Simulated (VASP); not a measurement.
# SnS2 (P-3m1) in VASP: a series of runs, part 2 of 2

VASP 6.6.1. Earlier steps stand in the parts before.

## Step 3: Relaxation of cell and atoms, PBE, non-collinear spin, zero start, spin-orbit coupling

This run uses another cell than the first one, of 22.69 Å³/atom.

The input, INCAR:

```
PREC     = Accurate       # precision mode
ENCUT    = 500            # plane-wave cutoff, eV
EDIFF    = 1E-7           # SCF threshold, eV
ISMEAR   = 0              # smearing method
SIGMA    = 0.033          # smearing width, eV
LREAL    = False          # projectors in reciprocal space
LASPH    = True           # aspherical terms in the spheres
NELM     = 200            # most SCF steps
ALGO     = Normal         # electronic algorithm
ISIF     = 3              # what is computed and relaxed
LWAVE    = False          # write WAVECAR
LCHARG   = False          # write CHGCAR
MAGMOM   = 0 0 0 0 0 0 0 0 0 # initial moments
LORBIT   = 11             # projections on sites
LSORBIT  = True           # spin-orbit coupling
GGA_COMPAT= False        
LORBMOM  = True         
GGA      = PE             # functional
IBRION   = 2              # ionic algorithm
NSW      = 60             # ionic steps
EDIFFG   = -0.01          # ionic threshold
NELMIN   = 4
```

The input, KPOINTS:

```
regular mesh
0
Gamma
  6 6 3
```

The input, POSCAR:

```
SnS2
1.0
    3.6530532900      0.0000000000      0.0000000000
   -1.8265266500      3.1636405200      0.0000000000
    0.0000000000      0.0000000000      5.8906613700
Sn S
1 2
Direct
    0.0000000000      0.0000000000      0.0000000000
    0.3333300000      0.6666700000      0.2500000000
    0.6666700000      0.3333300000      0.7500000000
```

Potentials or basis: VASP PAW PBE potentials, release 64 (Sn_d, S).

Started as:

```bash
cat potpaw_PBE.64/Sn_d/POTCAR potpaw_PBE.64/S/POTCAR > POTCAR
mpirun -np 1 vasp_ncl > vasp.out
```

OUTCAR:

```text
PREC = Accurate
   ENCUT = 500
   EDIFF = 1E-7
   ISMEAR = 0
   LREAL = False
   LASPH = True
   NELM = 200
   ISIF = 3
   LORBIT = 11
   LSORBIT = True
   GGA = PE
   IBRION = 2
   NSW = 60
   EDIFFG = -0.01
   NELMIN = 4

 ion  position               nearest neighbor table
   1  0.000  0.000  0.000-   2 2.57   3 2.57   3 2.57   2 2.57   3 2.57   2 2.57
   2  0.333  0.667  0.250-   1 2.57   1 2.57   1 2.57
   3  0.667  0.333  0.750-   1 2.57   1 2.57   1 2.57

  LATTYP: Found a hexagonal cell.
[... 2337 lines left out ...]
 l=   3
     0.0000000     0.0000000     0.0000000     0.0000000     0.0000000     0.0000000     0.0000000
     0.0000000     0.0000000     0.0000000     0.0000000     0.0000000     0.0000000     0.0000000
     0.0000000     0.0000000     0.0000000     0.0000000     0.0000000     0.0000000     0.0000000
     0.0000000     0.0000000     0.0000000     0.0000000     0.0000000     0.0000000     0.0000000
     0.0000000     0.0000000     0.0000000     0.0000000     0.0000000     0.0000000     0.0000000
     0.0000000     0.0000000     0.0000000     0.0000000     0.0000000     0.0000000     0.0000000
     0.0000000     0.0000000     0.0000000     0.0000000     0.0000000     0.0000000     0.0000000

 total charge

# of ion       s       p       d       tot
------------------------------------------
    1        1.019   1.010  10.130  12.159
    2        1.364   2.327   0.000   3.691
    3        1.364   2.327   0.000   3.691
--------------------------------------------------
tot          3.748   5.664  10.130  19.542

 magnetization (x)

# of ion       s       p       d       tot
------------------------------------------
    1        0.000   0.000  -0.000  -0.000
    2        0.000  -0.000   0.000   0.000
    3        0.000  -0.000   0.000   0.000
--------------------------------------------------
tot          0.000   0.000  -0.000  -0.000

 magnetization (y)

# of ion       s       p       d       tot
------------------------------------------
    1        0.000   0.000  -0.000  -0.000
    2        0.000  -0.000   0.000   0.000
    3        0.000  -0.000   0.000   0.000
--------------------------------------------------
tot          0.000   0.000  -0.000  -0.000

 magnetization (z)

# of ion       s       p       d       tot
------------------------------------------
    1        0.000   0.000  -0.000  -0.000
    2        0.000   0.000   0.000   0.000
    3        0.000   0.000   0.000   0.000
--------------------------------------------------
tot          0.000   0.000  -0.000   0.000
```

OSZICAR:

```text
N       E                     dE             d eps       ncg     rms          rms(c)
[... 342 lines left out ...]
DAV:   2    -0.132583141879E+02    0.22324E-03   -0.10040E-03  3034   0.470E-01    0.580E-02
DAV:   3    -0.132582219538E+02    0.92234E-04   -0.17089E-04  3024   0.180E-01    0.284E-02
DAV:   4    -0.132582078806E+02    0.14073E-04   -0.38629E-05  3312   0.634E-02    0.122E-02
DAV:   5    -0.132582070489E+02    0.83173E-06   -0.41798E-06  2818   0.217E-02    0.805E-03
DAV:   6    -0.132582059980E+02    0.10509E-05   -0.55832E-07  2696   0.910E-03    0.288E-03
DAV:   7    -0.132582057417E+02    0.25624E-06   -0.22546E-07  2424   0.600E-03    0.107E-03
DAV:   8    -0.132582057412E+02    0.54342E-09   -0.21667E-08  1366   0.164E-03
  32 F= -.13258206E+02 E0= -.13258206E+02  d E =-.109032E-03  mag=    -0.0000    -0.0000     0.0000
```

Run time: 38 min. Hardware: 1 thread of AMD EPYC 9R14 (Zen 4), shared host; peak memory 0.39 GiB.

What came out:

```yaml
Free_energy: -13.2582 eV
Relaxed_volume: 26.72 Å³/atom
Relaxed_cell: a = 3.700 Å, b = 3.700 Å, c = 6.761 Å, α = 90.00°, β = 90.00°, γ = 120.00°
Space_group_after_relaxing_to_0.1_Å: P-3m1 (No. 164)
Energy_gained_by_relaxing: 21.7 meV/atom
Ionic_steps: 32
Pressure_after_relaxing: 0.0 GPa
Largest_force_after_relaxing: 0.010 eV/Å
Net_moment: 0.00 μB per cell
Valence_electrons_inside_the_program's_atomic_spheres: Sn 12.16; S 3.69
```

Forces on the atoms (eV/Å):
```
Sn   0.000  0.000  0.000
S    0.000  0.000 -0.010
S    0.000  0.000  0.010
```

Step by step:
```
step  energy change (eV)  largest force (eV/Å)  pressure (GPa)  volume (Å³)
   1              0.0000                0.1089            3.15        68.08
   2             -0.0121                0.4845           -1.82        72.57
   3             -0.0245                0.2503            0.09        70.63
   4             -0.0294                0.1869            0.08        71.05
   5             -0.0355                0.0089            0.06        72.26
   6             -0.0398                0.0100            0.07        72.65
   7             -0.0500                0.0118            0.09        73.83
   8             -0.0605                0.0070            0.33        76.13
   9             -0.0619                0.0047            0.49        77.21
  10             -0.0589                0.2101           -1.13        80.34
  11             -0.0633                0.0796           -0.12        78.34
  12             -0.0640                0.0043           -0.08        78.99
  13             -0.0641                0.0126           -0.09        78.86
  14             -0.0641                0.0319            0.24        78.66
  15             -0.0642                0.0105            0.09        78.75
  16             -0.0644                0.0114            0.07        78.88
  17             -0.0644                0.0186            0.06        78.92
  18             -0.0645                0.0333           -0.06        79.20
  19             -0.0645                0.0447           -0.15        79.42
  20             -0.0645                0.0381           -0.10        79.30
  21             -0.0645                0.0340           -0.10        79.35
  22             -0.0647                0.0213           -0.09        79.51
  23             -0.0648                0.0042           -0.04        79.83
  24             -0.0648                0.0089            0.00        79.85
  25             -0.0649                0.0143            0.06        79.87
  26             -0.0649                0.0252            0.19        79.91
  27             -0.0649                0.0190            0.11        79.89
  28             -0.0650                0.0094            0.09        79.98
  29             -0.0650                0.0129            0.03        80.19
  30             -0.0650                0.0115            0.03        80.18
  31             -0.0650                0.0008            0.06        80.08
  32             -0.0650                0.0096            0.03        80.16
```

Final structure:
```xyz
3
Lattice="3.7001 0.0000 0.0000 -1.8500 3.2044 0.0000 -0.0001 0.0000 6.7608" Properties=species:S:1:pos:R:3 pbc="T T T"
Sn    0.0000    0.0000    0.0000
S     0.0000    2.1363    1.4783
S     1.8500    1.0681    5.2825
```

Moments on the atoms (μB; x, y, z):
```
Sn  0.00 0.00 0.00
S   0.00 0.00 0.00
S   0.00 0.00 0.00
```

Caveat: the volume moved by over 15 % at a fixed basis, so the end points are rough; this functional lacks dispersion, which binds layers or chains, so the pressure and a relaxed spacing across them are unreliable.
